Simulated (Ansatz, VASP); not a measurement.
One calculation of Li7B, two programs

```
Li B
1.0
     0.00000    4.92061    4.92061
     4.92061    0.00000    4.92061
     4.92061    4.92061    0.00000
Li B
7 1
Direct
  0.71735 0.28265 0.28265
  0.28265 0.71735 0.71735
  0.28265 0.71735 0.28265
  0.71735 0.28265 0.71735
  0.28265 0.28265 0.71735
  0.71735 0.71735 0.28265
  0.00000 0.00000 0.00000
  0.50000 0.50000 0.50000
```

Alike in both runs: task relaxation of cell and atoms; functional PBE; k mesh 8 × 8 × 8; occupations gaussian, width 0.1 eV; no spin polarisation.

|  | VASP | Ansatz |
| --- | --- | --- |
| version | VASP 6.6.1 | Ansatz 0.2.0 |
| potentials or method | VASP PAW PBE potentials, release 64 (Li_sv, B), cutoff 600 eV | scalar-relativistic, plane waves, PAW |
| valence electrons in the cell | 24 | 24 |

|  | VASP | Ansatz | Ansatz less VASP |
| --- | --- | --- | --- |
| relaxed volume (Å³/atom) | 31.37 | 31.36 | -0.008 |
| relaxed cell length with the largest relative difference (Å) | 7.080 | 7.079 | -0.0006 |

Noted on VASP's run: the cutoff is short for stress, so the pressure is rough.
